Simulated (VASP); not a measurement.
SiPbO2: single point with PBE

SiPbO2:

```
Si Pb O
1.0
     2.88645    0.00000    0.00000
    -1.44322    2.49974    0.00000
     0.00000    0.00000   21.00615
Si Pb O
2 2 4
Direct
  0.66667 0.33333 0.08798
  0.33333 0.66667 0.58798
  0.66667 0.33333 0.33835
  0.33333 0.66667 0.83835
  0.33333 0.66667 0.12908
  0.00000 0.00000 0.04687
  0.66667 0.33333 0.62908
  0.00000 0.00000 0.54687
```

```yaml
Program: VASP 6.6.1
Task: single point
Functional: PBE
Potentials_or_basis: VASP PAW PBE potentials, release 64 (Si, Pb_d, O)
Cutoff: 520 eV
k_mesh: 6 × 6 × 2
Occupations: gaussian, width 0.1 eV
Spin: no spin polarisation
```

```json
{"Pressure": "0.1 GPa", "Largest force": "0.022 eV/Å", "Band gap on the k mesh": "zero (band 30 reaches 5.23 eV, above the bottom of band 31 at 3.73 eV)"}
```

Forces in eV/Å, atoms in the order of the input:
```
Si   0.000  0.000 -0.001
Si   0.000  0.000 -0.001
Pb   0.000  0.000 -0.001
Pb   0.000  0.000 -0.001
O    0.000  0.000  0.022
O    0.000  0.000 -0.021
O    0.000  0.000  0.022
O    0.000  0.000 -0.021
```

Levels at points of the mesh, in eV from the Fermi level:
| k point | band 28 | band 29 | band 30 | band 31 | band 32 | band 33 |
| --- | --- | --- | --- | --- | --- | --- |
| (0.00, 0.00, 0.00) | -4.86 | -3.17 | -3.10 | 0.13 | 0.25 | 2.60 |
| (0.50, 0.00, 0.00) | -4.99 | -4.71 | -4.71 | 2.09 | 2.14 | 2.30 |
| (0.00, 0.00, 0.50) | -4.88 | -3.14 | -3.14 | 0.19 | 0.19 | 2.64 |
| (0.50, 0.00, 0.50) | -4.99 | -4.71 | -4.71 | 2.11 | 2.11 | 2.33 |

Wall time 73 s on 1 thread of Intel(R) Xeon(R) Platinum 8488C (Sapphire Rapids), with other jobs on the host, peak memory 0.32 GiB.

Caveat: the k points lie up to 0.42 Å⁻¹ apart; spin-orbit coupling is left out, which moves the levels of the heavy elements.
